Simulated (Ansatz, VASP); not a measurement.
# Si4Cl: VASP beside Ansatz

```
Si Cl
1.0
     5.45182    0.00000    0.00000
    -2.72591    4.72141    0.00000
     0.00000    0.00000    4.74374
Si Cl
4 1
Direct
  0.50000 0.00000 0.00000
  0.00000 0.50000 0.00000
  0.50000 0.50000 0.00000
  0.00000 0.00000 0.50000
  0.00000 0.00000 0.00000
```

Alike in both runs: functional PBE; k mesh 4 × 4 × 3; occupations gaussian, width 0.2 eV; no spin polarisation.

Ansatz relaxed the structure, and its values are those at the end. VASP's run is a single point on that final structure, the one shown.

|  | VASP | Ansatz |
| --- | --- | --- |
| version | VASP 6.6.1 | Ansatz 0.2.0 |
| potentials or method | VASP PAW PBE potentials, release 64 (Si, Cl), cutoff 500 eV | scalar-relativistic, plane waves, PAW |
| valence electrons in the cell | 23 | 23 |

Ansatz gave:

| Quantity | Value |
| --- | --- |
| gap on the k mesh at the Fermi level (eV) | none |
| pressure (GPa) | -0.2 |

Problem. Estimate VASP's values.

Solution. gap on the k mesh at the Fermi level (eV): none; pressure (GPa): -0.1.

A gap of «none» marks a metal or a gap that the smearing closes.

The k mesh is coarse, so the values compare programs but aren't converged.
